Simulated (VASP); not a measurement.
Set up this calculation in VASP 6.6.1, as the native input.

```
Task                   : single point
Functional             : PBE
Potentials or basis    : VASP PAW PBE potentials, release 64 (Cd, S)
Cutoff                 : 520 eV
k mesh                 : 4 × 4 × 4
Occupations            : gaussian, width 0.1 eV
Spin                   : no spin polarisation
Dipole correction      : no
Further INCAR settings : ALGO = Normal; EDIFF = 1e-06; NBANDS = 26
```

The structure of CdS lies in POSCAR:

```
CdS
1.0
    0.0000000000      3.7551168270      3.7551168270
    3.7551168270      0.0000000000      3.7551168270
    3.7551168270      3.7551168270      0.0000000000
Cd S
2 2
Direct
    0.5000000000      0.5000000000      0.5000000000
    0.7500000000      0.7500000000      0.7500000000
    0.0000000000      0.0000000000      0.0000000000
    0.2500000000      0.2500000000      0.2500000000
```

One way to write it, as run:

INCAR

```
SYSTEM = CdS
PREC     = Accurate       ! precision mode
ENCUT    = 520            ! plane-wave cutoff, eV
EDIFF    = 1E-6           ! SCF threshold, eV
ISMEAR   = 0              ! smearing method
SIGMA    = 0.1            ! smearing width, eV
LREAL    = .FALSE.        ! projectors in reciprocal space
LASPH    = .TRUE.         ! aspherical terms in the spheres
NELM     = 80             ! most SCF steps
ALGO     = Normal         ! electronic algorithm
ISIF     = 2              ! what is computed and relaxed
LWAVE    = .FALSE.        ! write WAVECAR
LCHARG   = .FALSE.        ! write CHGCAR
GGA      = PE             ! functional
NBANDS   = 26             ! bands
```

KPOINTS

```
Automatic mesh
0
G
  4 4 4
  0 0 0
```

Potentials or basis: VASP PAW PBE potentials, release 64 (Cd, S).

Run with:

```bash
$ cat potpaw_PBE.64/Cd/POTCAR potpaw_PBE.64/S/POTCAR > POTCAR
$ mpirun -np 1 vasp_std > vasp.out
```

Results of the run:

```
Pressure               : -8.5 GPa
Band gap on the k mesh : zero (band 18 reaches 1.61 eV, above the bottom of band 19 at 0.45 eV)
```

Caveat: the k points lie up to 0.36 Å⁻¹ apart.

It took 17 s on 1 thread of Intel Xeon 6975P-C, on a shared host, peak memory 0.24 GiB.
